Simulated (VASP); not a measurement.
# MgO (qha) (Fm-3m) in VASP: vibrations by perturbation theory with PBEsol

Aim: the vibrations by perturbation theory of MgO (qha) with PBEsol.

Program: VASP 6.6.1. These are calculated values, not measurements. Logs are shortened: lines on timing, memory, paths and dates and some standing lists are left out, and cuts for length are marked.

## 1. The cell of the first run

The structure is cubic, space group Fm-3m (No. 225). The conventional cell has a = 4.214 Å, b = 4.214 Å, c = 4.214 Å, α = 90.00°, β = 90.00°, γ = 90.00°. Mg (site symmetry m-3m) has 6 O at 2.11 Å within 2.8 Å. O (site symmetry m-3m) has 6 Mg at 2.11 Å within 2.8 Å.

## 2. Vibrations by perturbation theory, PBEsol

File INCAR:

```
ALGO = Normal
EDIFF = 1E-8
ENCUT = 520
GGA = PS
IBRION = 8
ISIF = 2
ISMEAR = 0
LASPH = True
LCHARG = True
LREAL = False
LWAVE = False
NBANDS = 11
NELM = 80
NSW = 1
PREC = Accurate
SIGMA = 0.01
```

File KPOINTS:

```
k-points
0
Gamma
  12 12 12
```

File POSCAR:

```
MgO
1.0
    0.0000000000      2.1071057242      2.1071057242
    2.1071057242      0.0000000000      2.1071057242
    2.1071057242      2.1071057242      0.0000000000
Mg O
1 1
Direct
    0.0000000000      0.0000000000      0.0000000000
    0.5000000000      0.5000000000      0.5000000000
```

Potentials or basis: VASP PAW PBE potentials, release 64 (Mg, O).

Command:

```bash
$ cat potpaw_PBE.64/Mg/POTCAR potpaw_PBE.64/O/POTCAR > POTCAR
$ mpirun -np 1 vasp_std > vasp.out
```

OUTCAR:

```text
EDIFF = 1E-8
   ENCUT = 520
   GGA = PS
   IBRION = 8
   ISIF = 2
   ISMEAR = 0
   LASPH = True
   LREAL = False
   NELM = 80
   NSW = 1
   PREC = Accurate

 ion  position               nearest neighbor table
   1  0.000  0.000  0.000-   2 2.11   2 2.11   2 2.11   2 2.11   2 2.11   2 2.11
   2  0.500  0.500  0.500-   1 2.11   1 2.11   1 2.11   1 2.11   1 2.11   1 2.11

  LATTYP: Found a face centered cubic cell.
 ALAT       =     4.2142114484

  Lattice vectors:

 A1 = (   0.0000000000,   2.1071057242,   2.1071057242)
 A2 = (   2.1071057242,   0.0000000000,   2.1071057242)
 A3 = (   2.1071057242,   2.1071057242,   0.0000000000)

Analysis of symmetry for initial positions (statically):
=====================================================================
 Subroutine PRICEL returns:
 Original cell was already a primitive cell.

 Routine SETGRP: Setting up the symmetry group for a
 face centered cubic supercell.

 Subroutine GETGRP returns: Found 48 space group operations
 (whereof 48 operations were pure point group operations)
 out of a pool of 48 trial point group operations.

The static configuration has the point symmetry O_h .

Analysis of symmetry for dynamics (positions and initial velocities):
=====================================================================
 Subroutine PRICEL returns:
 Original cell was already a primitive cell.

 Routine SETGRP: Setting up the symmetry group for a
 face centered cubic supercell.

 Subroutine GETGRP returns: Found 48 space group operations
 (whereof 48 operations were pure point group operations)
 out of a pool of 48 trial point group operations.

The dynamic configuration has the point symmetry O_h .

 Subroutine INISYM returns: Found 48 space group operations
 (whereof 48 operations are pure point group operations),
 and found     1 'primitive' translations

----------------------------------------------------------------------------------------

                                     Primitive cell

  volume of cell :      18.7107

  direct lattice vectors                    reciprocal lattice vectors
     0.000000000  2.107105724  2.107105724    -0.237292317  0.237292317  0.237292317
[... 495 lines left out ...]
  volume of cell :       18.71
      direct lattice vectors                 reciprocal lattice vectors
     0.000000000  2.107105724  2.107105724    -0.237292317  0.237292317  0.237292317
     2.107105724  0.000000000  2.107105724     0.237292317 -0.237292317  0.237292317
     2.107105724  2.107105724  0.000000000     0.237292317  0.237292317 -0.237292317

 POSITION                                       TOTAL-FORCE (eV/Angst)
 -----------------------------------------------------------------------------------
      0.00000      0.00000      0.00000         0.000000      0.000000      0.000000
      2.10711      2.10711      2.10711        -0.000000     -0.000000      0.000000
 -----------------------------------------------------------------------------------
    total drift:                               -0.000000     -0.000000      0.000000

  FREE ENERGIE OF THE ION-ELECTRON SYSTEM (eV)
  ---------------------------------------------------
  free  energy   TOTEN  =       -12.5124512497 eV

  energy  without entropy=      -12.5124512497  energy(sigma->0) =      -12.51245125

[... ionic steps 2 to 3 ...]

--------------------------------------- Ionic step        4  -------------------------------------------

------------------------ aborting loop because EDIFF is reached ----------------------------------------

[... ionic steps 5 to 6 ...]

--------------------------------------- Ionic step        7  -------------------------------------------

 Free energy of the ion-electron system (eV)
  ---------------------------------------------------
  ---------------------------------------------------
  free energy    TOTEN  =        -0.35753981 eV

  energy without entropy =       -0.35753981

------------------------ aborting loop because EDIFF is reached ----------------------------------------

 INTERNAL STRAIN TENSOR  FOR ION    2  DIRECTION 1   (eV/Angst):
 -----------------------------------------------------------------------------
    -0.00434 -0.00000 -0.00000
    -0.00000  0.00700  0.00000
     0.00000  0.00000  0.00700

 INTERNAL STRAIN TENSOR FOR ION    2 for displacements in x,y,z  (eV/Angst):
          X           Y           Z          XY          YZ          ZX
  --------------------------------------------------------------------------------
  x     0.00000     0.00000     0.00000     0.00000     0.00000     0.00000
  y     0.00000     0.00000     0.00000     0.00000     0.00000     0.00000
  z     0.00000     0.00000     0.00000     0.00000     0.00000     0.00000

 SECOND DERIVATIVES (NOT SYMMETRIZED)
 ------------------------------------
               1X          1Y          1Z          2X          2Y          2Z
  1X    -5.386922    0.000000    0.000000    5.386922    0.000000    0.000000
  1Y     0.000000   -5.386922    0.000000    0.000000    5.386922    0.000000
  1Z     0.000000    0.000000   -5.386922    0.000000    0.000000    5.386922
  2X     5.410637    0.000000    0.000000   -5.410637    0.000000    0.000000
  2Y     0.000000    5.410637    0.000000    0.000000   -5.410637    0.000000
  2Z     0.000000    0.000000    5.410637    0.000000    0.000000   -5.410637

 Eigenvectors and eigenvalues of the dynamical matrix
 ----------------------------------------------------

   1 f  =   11.696844 THz    73.493437 2PiTHz  390.164711 cm-1    48.374237 meV
             X         Y         Z           dx          dy          dz
      0.000000  0.000000  0.000000    -0.629224    0.000000    0.000000
      2.107106  2.107106  2.107106     0.777224    0.000000    0.000000
[... 21 lines left out ...]
   6 f/i=    0.012564 THz     0.078939 2PiTHz    0.419077 cm-1     0.051959 meV
             X         Y         Z           dx          dy          dz
      0.000000  0.000000  0.000000    -0.777224    0.000000    0.000000
      2.107106  2.107106  2.107106    -0.629224    0.000000    0.000000

--------------------------------------------------------------------------------------------------------

 ELASTIC MODULI CONTR FROM IONIC RELAXATION (kBar)
 Direction    XX          YY          ZZ          XY          YZ          ZX
 --------------------------------------------------------------------------------
 XX           0.0000      0.0000      0.0000      0.0000      0.0000      0.0000
 YY           0.0000      0.0000      0.0000      0.0000      0.0000      0.0000
 ZZ           0.0000      0.0000      0.0000      0.0000      0.0000      0.0000
 XY           0.0000      0.0000      0.0000      0.0000      0.0000      0.0000
 YZ           0.0000      0.0000      0.0000      0.0000      0.0000      0.0000
 ZX           0.0000      0.0000      0.0000      0.0000      0.0000      0.0000
 --------------------------------------------------------------------------------
```

stdout:

```text
POSCAR found type information on POSCAR MgO
 POSCAR found :  2 types and       2 ions
 scaLAPACK will be used
 -----------------------------------------------------------------------------
|                                                                             |
|                                                                             |
|     You enforced a specific xc type in the INCAR file but a different       |
|     I HOPE YOU KNOW WHAT YOU ARE DOING!                                     |
|                                                                             |
 -----------------------------------------------------------------------------

 LDA part: xc-table for (Slater+PW92), standard interpolation
 POSCAR, INCAR and KPOINTS ok, starting setup
 FFT: planning ... GRIDC
 FFT: planning ... GRID_SOFT
 FFT: planning ... GRID
 WAVECAR not read
 entering main loop
 Linear response reoptimize wavefunctions to high precision
 Linear response DOF=           2
 Linear response progress:
 first order change of Fermi-energy   0.48272E-04
 force on displaced ion       1 direction 1 :  -5.387   0.000   0.000
 Linear response progress:
 first order change of Fermi-energy   0.11593E-02
 force on displaced ion       2 direction 1 :  -5.411   0.000   0.000
 Linear response finished
```

Run time: 68 s. Hardware: 1 thread of Intel Xeon Platinum 8259CL at 2.50GHz (Skylake/Cascade Lake), shared host; peak memory 0.22 GiB.

What came out:

```yaml
Highest_phonon_frequency_at_Γ_LO-TO_splitting_left_out: 390 cm⁻¹
```

Phonon frequencies in cm⁻¹ (negative: imaginary):
| q point | frequencies |
| --- | --- |
| (0.000, 0.000, 0.000) | 0 0 0 390 390 390 |
